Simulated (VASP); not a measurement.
Input of a VASP 6.6.1 run:

INCAR

```
SYSTEM = BiS
PREC = Accurate ; ENCUT = 520
EDIFF = 1E-7 ; ISMEAR = 0
SIGMA = 0.05 ; LREAL = .False.
LASPH = .True. ; NELM = 100
ALGO = Normal ; ISIF = 2
LWAVE = .False. ; LCHARG = .False.
GGA = PS ; NBANDS = 29
```

KPOINTS

```
Automatic mesh
0
Gamma
  10 10 6
  0 0 0
```

The input POSCAR:

```
BiS
1.0
    4.2531522690      0.0000000000      0.0000000000
   -2.1265761345      3.6833379111      0.0000000000
    0.0000000000      0.0000000000      6.9376951447
Bi S
2 2
Direct
    0.0000000000      0.0000000000      0.0000000000
    0.0000000000      0.0000000000      0.5000000000
    0.3333333333      0.6666666667      0.2500000000
    0.6666666667      0.3333333333      0.7500000000
```

Potentials or basis: VASP PAW PBE potentials, release 64 (Bi_d, S).

Run with:

```sh
$ cat potpaw_PBE.64/Bi_d/POTCAR potpaw_PBE.64/S/POTCAR > POTCAR
$ mpirun -np 1 vasp_std > vasp.out
```

Question: What does it give for the band gap on the k mesh?

Answer: Zero (bands 21 and 22 overlap by 2.04 eV).

Question: Predict the pressure.

Answer: -2.9 GPa.

Stress tensor (GPa, compression positive):
```
-2.80  0.00  0.00
 0.00 -2.80  0.00
 0.00  0.00 -2.98
```

Caveat: the PAW data sets were made with another functional, which shifts forces and pressure a little; spin-orbit coupling is left out, which moves the levels of the heavy elements.
